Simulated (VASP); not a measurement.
Runs of VASP 6.6.1 on Si3C. The structure is that of space group P-4m2 (No. 115), or close to it. The cells are those of the table. 

```tsv
level	cell	k mesh	gap on the mesh (eV)	pressure (GPa)	largest force (eV/Å)
PBE	a = 3.432, b = 3.432, c = 5.000 Å, 4 atoms	8 × 8 × 6	none	(a)	0.16
r2SCAN	a = 3.432, b = 3.432, c = 5.000 Å, 4 atoms	8 × 8 × 6	none	-0.3	(b)
PBE	a = 3.478, b = 3.478, c = 5.073 Å, 4 atoms	6 × 6 × 4	none	-3.6	0.02
r2SCAN	a = 3.362, b = 3.362, c = 4.898 Å, 4 atoms	6 × 6 × 4	none	(c)	0.39
PBE	a = 3.409, b = 3.409, c = 4.972 Å, 4 atoms	6 × 6 × 4	none	4.1	0.24
```

Alike in all rows: task single point; potentials or basis VASP PAW PBE potentials, release 64 (C, Si); no spin polarisation; cutoff (eV) 520; smearing fermi-dirac 0.02 eV.

Task: Estimate the missing entries.

Result: (a) 1.6; (b) 0.01; (c) 9.5.

Caveats: the PAW data sets were made with another functional, which shifts forces and pressure a little (some runs).

A gap of «none» marks levels without a gap at the run's occupations.
